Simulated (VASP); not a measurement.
# Al12Pt in VASP: relaxation of the atoms with PBE

Aim: the relaxation of the atoms of Al12Pt with PBE.

All numbers are computed with VASP 6.6.1; they aren't measurements. Logs are shortened: lines on timing, memory, paths and dates and some standing lists are left out, and cuts for length are marked.

## (1) The cell of the first run

The cell holds a slab with vacuum, 13 atoms: a = 5.714 Å, b = 5.714 Å, c = 20.101 Å, α = 90.00°, β = 90.00°, γ = 120.00°.

## (2) Relaxation of the atoms, PBE

File INCAR:

```
PREC = Accurate ; ENCUT = 520
EDIFF = 1E-6 ; ISMEAR = 0
SIGMA = 0.1 ; LREAL = False
LASPH = True ; NELM = 100
ALGO = Normal ; ISIF = 2
LWAVE = False ; LCHARG = False
LDIPOL = True ; IDIPOL = 3
DIPOL = 0.5 0.5 0.330 ; GGA = PE
IBRION = 2 ; NSW = 36
EDIFFG = -0.025 ; KPAR = 4
```

File KPOINTS:

```
Automatic mesh
0
Gamma
  6 6 1
```

File POSCAR:

```
Al12Pt
1.0
    5.7135165837      0.0000000000      0.0000000000
   -2.8567582918      4.9480505064      0.0000000000
    0.0000000000      0.0000000000     20.1013782055
Al Pt
12 1
Selective dynamics
Direct
    0.3333333333      0.1666666667      0.1989913308  F F F
    0.3333333333      0.6666666667      0.1989913308  F F F
    0.8333333333      0.1666666667      0.1989913308  F F F
    0.8333333333      0.6666666667      0.1989913308  F F F
    0.1666666667      0.3333333333      0.3134471548  F F F
    0.1666666667      0.8333333333      0.3134471548  F F F
    0.6666666667      0.3333333333      0.3134471548  F F F
    0.6666666667      0.8333333333      0.3134471548  F F F
    0.0000000000      0.0000000000      0.4278999240  F F F
    0.0000000000      0.5000000000      0.4278999240  F F F
    0.5000000000      0.0000000000      0.4278999240  F F F
    0.5000000000      0.5000000000      0.4278999240  F F F
    0.1666666667      0.0833333333      0.5274436344  F F T
```

Potentials or basis: VASP PAW PBE potentials, release 64 (Al, Pt).

On the command line:

```console
$ cat potpaw_PBE.64/Al/POTCAR potpaw_PBE.64/Pt/POTCAR > POTCAR
$ mpirun -np 4 vasp_std > vasp.out
```

OUTCAR:

```text
PREC = Accurate
   ENCUT = 520
   EDIFF = 1E-6
   ISMEAR = 0
   LREAL = False
   LASPH = True
   NELM = 100
   ISIF = 2
   GGA = PE
   IBRION = 2
   NSW = 36
   EDIFFG = -0.025

 ion  position               nearest neighbor table
   1  0.333  0.167  0.199-   5 2.83   6 2.83   7 2.83   2 2.86   2 2.86   3 2.86   3 2.86   4 2.86
                             4 2.86
   2  0.333  0.667  0.199-   6 2.83   5 2.83   8 2.83   1 2.86   1 2.86   4 2.86   4 2.86   3 2.86
                             3 2.86
   3  0.833  0.167  0.199-   7 2.83   8 2.83   5 2.83   4 2.86   4 2.86   1 2.86   1 2.86   2 2.86
                             2 2.86
   4  0.833  0.667  0.199-   8 2.83   7 2.83   6 2.83   3 2.86   3 2.86   2 2.86   2 2.86   1 2.86
                             1 2.86
   5  0.167  0.333  0.313-   9 2.83  12 2.83  10 2.83   1 2.83   2 2.83   3 2.83   6 2.86   6 2.86
                             7 2.86   7 2.86   8 2.86   8 2.86
   6  0.167  0.833  0.313-  10 2.83  11 2.83   9 2.83   2 2.83   1 2.83   4 2.83   5 2.86   5 2.86
                             8 2.86   8 2.86   7 2.86   7 2.86
   7  0.667  0.333  0.313-  11 2.83  10 2.83  12 2.83   3 2.83   4 2.83   1 2.83   8 2.86   8 2.86
                             5 2.86   5 2.86   6 2.86   6 2.86
   8  0.667  0.833  0.313-  12 2.83   9 2.83  11 2.83   4 2.83   3 2.83   2 2.83   7 2.86   7 2.86
                             6 2.86   6 2.86   5 2.86   5 2.86
   9  0.000  0.000  0.428-  13 2.16   5 2.83   8 2.83   6 2.83  10 2.86  10 2.86  11 2.86  11 2.86
                            12 2.86  12 2.86
  10  0.000  0.500  0.428-   6 2.83   7 2.83   5 2.83   9 2.86   9 2.86  12 2.86  12 2.86  11 2.86
                            11 2.86
  11  0.500  0.000  0.428-   7 2.83   6 2.83   8 2.83  12 2.86  12 2.86   9 2.86   9 2.86  10 2.86
                            10 2.86  13 2.96
  12  0.500  0.500  0.428-   8 2.83   5 2.83   7 2.83  11 2.86  11 2.86  10 2.86  10 2.86   9 2.86
                             9 2.86  13 2.96
  13  0.167  0.083  0.527-   9 2.16  11 2.96  12 2.96

  LATTYP: Found a hexagonal cell.
 ALAT       =     5.7135165837
 C/A-ratio  =     3.5182147301

  Lattice vectors:

 A1 = (   5.7135165837,   0.0000000000,   0.0000000000)
 A2 = (  -2.8567582918,   4.9480505064,   0.0000000000)
 A3 = (   0.0000000000,   0.0000000000,  20.1013782055)

Analysis of symmetry for initial positions (statically):
=====================================================================
 Subroutine PRICEL returns:
 Original cell was already a primitive cell.

 Routine SETGRP: Setting up the symmetry group for a
 hexagonal supercell.

 Subroutine GETGRP returns: Found  2 space group operations
 (whereof  2 operations were pure point group operations)
 out of a pool of 24 trial point group operations.

The static configuration has the point symmetry C_1h.

Analysis of symmetry for dynamics (positions and initial velocities):
=====================================================================
 Subroutine PRICEL returns:
 Original cell was already a primitive cell.

 Routine SETGRP: Setting up the symmetry group for a
 hexagonal supercell.

 Subroutine GETGRP returns: Found  2 space group operations
 (whereof  2 operations were pure point group operations)
 out of a pool of 24 trial point group operations.

The dynamic configuration has the point symmetry C_1h.

Analysis of constrained symmetry for selective dynamics:
=====================================================================
 Subroutine PRICEL returns:
 Original cell was already a primitive cell.

 Routine SETGRP: Setting up the symmetry group for a
 hexagonal supercell.

 Subroutine GETGRP returns: Found  2 space group operations
 (whereof  2 operations were pure point group operations)
 out of a pool of 24 trial point group operations.

The constrained configuration has the point symmetry C_1h.

 Subroutine INISYM returns: Found  2 space group operations
 (whereof  2 operations are pure point group operations),
 and found     1 'primitive' translations

----------------------------------------------------------------------------------------

                                     Primitive cell

  volume of cell :     568.2814

[... 57 lines left out ...]
  Shift w.r.t. Gamma in fractional coordinates (k-lattice)
     0.000000000  0.000000000  0.000000000

 Subroutine IBZKPT returns following result:
 ===========================================

 Found     13 irreducible k-points:

 Following reciprocal coordinates:
            Coordinates               Weight
  0.000000  0.000000  0.000000      1.000000
  0.166667  0.000000  0.000000      2.000000
  0.000000  0.166667  0.000000      4.000000
  0.333333 -0.000000  0.000000      2.000000
  0.000000  0.333333  0.000000      4.000000
  0.500000  0.000000  0.000000      1.000000
  0.000000  0.500000  0.000000      2.000000
  0.166667  0.166667  0.000000      4.000000
 -0.166667  0.333333  0.000000      2.000000
  0.333333  0.166667  0.000000      4.000000
 -0.166667  0.500000  0.000000      4.000000
  0.500000  0.333333  0.000000      4.000000
  0.333333  0.333333  0.000000      2.000000
   k-points           NKPTS =     13   k-points in BZ     NKDIM =     13   number of bands    NBANDS=     30
   number of dos      NEDOS =    301   number of ions     NIONS =     13
   total plane-waves  NPLWV = 264600
   dimension x,y,z NGX =    42 NGY =   42 NGZ =  150
   dimension x,y,z NGXF=    84 NGYF=   84 NGZF=  300
   ions per type =              12   1
   NGX,Y,Z   is equivalent  to a cutoff of  12.22, 12.22, 12.41 a.u.
   NGXF,Y,Z  is equivalent  to a cutoff of  24.44, 24.44, 24.81 a.u.
 SYSTEM =  unknown system
   PREC   = accura    normal or accurate (medium, high low for compatibility)
   ISTART =      0    job   : 0-new  1-cont  2-samecut
   ICHARG =      2    charge: 1-file 2-atom 10-const
   ISPIN  =      1    spin polarized calculation?
   LNONCOLLINEAR =      F non collinear calculations
   LSORBIT =      F    spin-orbit coupling
   LASPH  =      T    aspherical Exc in radial PAW
   ENCUT  =  520.0 eV  38.22 Ry    6.18 a.u.  10.62 10.62 37.38*2*pi/ulx,y,z
   NELM   =    100;   NELMIN=  2; NELMDL= -5     # of ELM steps
   EDIFF  = 0.1E-05   stopping-criterion for ELM
   LREAL  =      F    real-space projection
   EDIFFG = -.3E-01   stopping-criterion for IOM
   NSW    =     36    number of steps for IOM
   IBRION =      2    ionic relax: 0-MD 1-quasi-New 2-CG
   NFREE  =      1    steps in history (QN), initial steepest desc. (CG)
   ISIF   =      2    stress and relaxation
   ISYM   =      2    0-nonsym 1-usesym 2-fastsym
   POTIM  = 0.5000    time-step for ionic-motion
   TEBEG  =    0.0;   TEEND  =   0.0 temperature during run
   PSTRESS=    0.0 pullay stress
   NELECT =      46.0000    total number of electrons
   NUPDOWN=      -1.0000    fix difference up-down
   EMIN   =  10.00;   EMAX   =-10.00  energy-range for DOS
   EFERMI =   0.00;   METHOD = LEGACY
   ISMEAR =     0;   SIGMA  =   0.10  broadening in eV -4-tet -1-fermi 0-gaus
   EFERMI_NEDOS =   21; number of points for ismear=-14 and -15
   IALGO  =     38    algorithm
   IMIX   =      4    mixing-type and parameters
     AMIX     =   0.40;   BMIX     =  1.00
     AMIX_MAG =   1.60;   BMIX_MAG =  1.00
  volume/ion in A,a.u.               =      43.71       295.00
  Fermi-wavevector in a.u.,A,eV,Ry     =   0.708173  1.338254  6.823452  0.501510
  Thomas-Fermi vector in A             =   1.794418
   LORBIT       =      0    0 simple, 1 ext, 2 COOP (PROOUT), +10 PAW based schemes
   GGA     = PE    functional components
   LHFCALC =     F    Hartree Fock is set to
   AEXX    =    0.0000 exact exchange contribution
   IVDW    =     0    specifies the selected vdW correction
   LEPSILON=     F    determine dielectric tensor
   LRPA    =     F    only Hartree local field effects (RPA)
 conjugate gradient relaxation of ions
 non-spin polarized calculation
 Gauss-broadening in eV      SIGMA  =   0.10
  energy-cutoff  :      520.00
  volume of cell :      568.28
 maximum number of plane-waves:     15351
   NGX = 21   NGY = 21   NGZ = 75

 dipolmoment           0.000000      0.000000     -0.098972 electrons x Angstroem

--------------------------------------- Ionic step        1  -------------------------------------------

 number of electron      46.0000001 magnetization

 Free energy of the ion-electron system (eV)
  ---------------------------------------------------
  ext. energy  EPLUGINS =         0.00000000
  ---------------------------------------------------
  free energy    TOTEN  =       -47.30482527 eV

  energy without entropy =      -47.28894869  energy(sigma->0) =      -47.29688698

------------------------ aborting loop because EDIFF is reached ----------------------------------------

 vacuum level on the upper side and lower side of the slab       (xc-potential included)         0.039        -0.286

  FORCE on cell =-STRESS in cart. coord.  units (eV):
  Direction    XX          YY          ZZ          XY          YZ          ZX
  --------------------------------------------------------------------------------------
  -------------------------------------------------------------------------------------
  Total       -3.1789985     -3.5193399      0.8905327      0.2947443      1.9646785      3.4029222
  in kB       -8.9626710     -9.9222085      2.5107125      0.8309839      5.5390927      9.5939876
  external PRESSURE =      -5.4580557 kB  Pullay stress =       0.0000000 kB
[... 81 lines left out ...]
--------------------------------------- Ionic step        3  -------------------------------------------

 number of electron      46.0000001 magnetization

 dipolmoment           0.000000      0.000000      0.062721 electrons x Angstroem

 Free energy of the ion-electron system (eV)
  ---------------------------------------------------
  ext. energy  EPLUGINS =         0.00000000
  ---------------------------------------------------
  free energy    TOTEN  =       -47.30684401 eV

  energy without entropy =      -47.29105723  energy(sigma->0) =      -47.29895062

 E-fermi :   0.4043     XC(G=0):  -4.9239

 val. band max:        0.3755372745   @ k =   0.3333  -0.0000   0.0000
 cond. band min:       0.4470793087   @ k =   0.0000   0.0000   0.0000
 fundamental gap:      0.0715420342
 Fermi energy:         0.4042779204

 k-point     1 :       0.0000    0.0000    0.0000
  band No.  band energies     occupation
      1     -10.1733      2.00000
      2      -8.5104      2.00000
      3      -5.9475      2.00000
      4      -4.4254      2.00000
      5      -4.3509      2.00000
      6      -4.3284      2.00000
[... 418 lines left out ...]
     29       2.6288      0.00000
     30       3.0917      0.00000

------------------------ aborting loop because EDIFF is reached ----------------------------------------

 vacuum level on the upper side and lower side of the slab       (xc-potential included)        -0.019        -0.398

  FORCE on cell =-STRESS in cart. coord.  units (eV):
  Direction    XX          YY          ZZ          XY          YZ          ZX
  --------------------------------------------------------------------------------------
  -------------------------------------------------------------------------------------
  Total       -3.2613914     -3.5618904      0.3736638      0.2602398      1.8619069      3.2249166
  in kB       -9.1949645    -10.0421727      1.0534844      0.7337038      5.2493448      9.0921297
  external PRESSURE =      -6.0612176 kB  Pullay stress =       0.0000000 kB
[... 28 lines left out ...]
  FREE ENERGIE OF THE ION-ELECTRON SYSTEM (eV)
  ---------------------------------------------------
  free  energy   TOTEN  =       -47.3068440126 eV

  energy  without entropy=      -47.2910572337  energy(sigma->0) =      -47.29895062

 reached required accuracy - stopping structural energy minimisation

 vacuum level on the upper side and lower side of the slab         4.671         4.283
```

Run time: 3.6 min. Hardware: 4 MPI ranks of AMD EPYC 7R13 (Zen 3), shared host; peak memory 0.74 GiB.

What came out:

```
Free energy               : -47.3068 eV
Energy gained by relaxing : 0.2 meV/atom
Ionic steps               : 3
Band gap on the k mesh    : zero (bands 23 and 24 overlap by 0.82 eV)
```

The path:
| step | energy change (eV) | largest force on free atoms (eV/Å) | pressure (GPa) |
| --- | --- | --- | --- |
| 1 | 0.0000 | 0.2630 | -0.55 |
| 2 | -0.0020 | 0.0492 | -0.59 |
| 3 | -0.0020 | 0.0032 | -0.61 |

Final structure:
```xyz
13
Lattice="5.7135 0.0000 0.0000 -2.8568 4.9481 0.0000 0.0000 0.0000 20.1014" Properties=species:S:1:pos:R:3 pbc="T T T"
Al    1.4284    0.8247    4.0000
Al    0.0000    3.2987    4.0000
Al    4.2851    0.8247    4.0000
Al    2.8568    3.2987    4.0000
Al    0.0000    1.6494    6.3007
Al   -1.4284    4.1234    6.3007
Al    2.8568    1.6494    6.3007
Al    1.4284    4.1234    6.3007
Al    0.0000    0.0000    8.6014
Al   -1.4284    2.4740    8.6014
Al    2.8568    0.0000    8.6014
Al    1.4284    2.4740    8.6014
Pt    0.7142    0.4123   10.6182
```

Caveat: spin-orbit coupling is left out, which moves the levels of the heavy elements.

The gap in the log of VASP goes by the Fermi energy; the results here count the filled bands.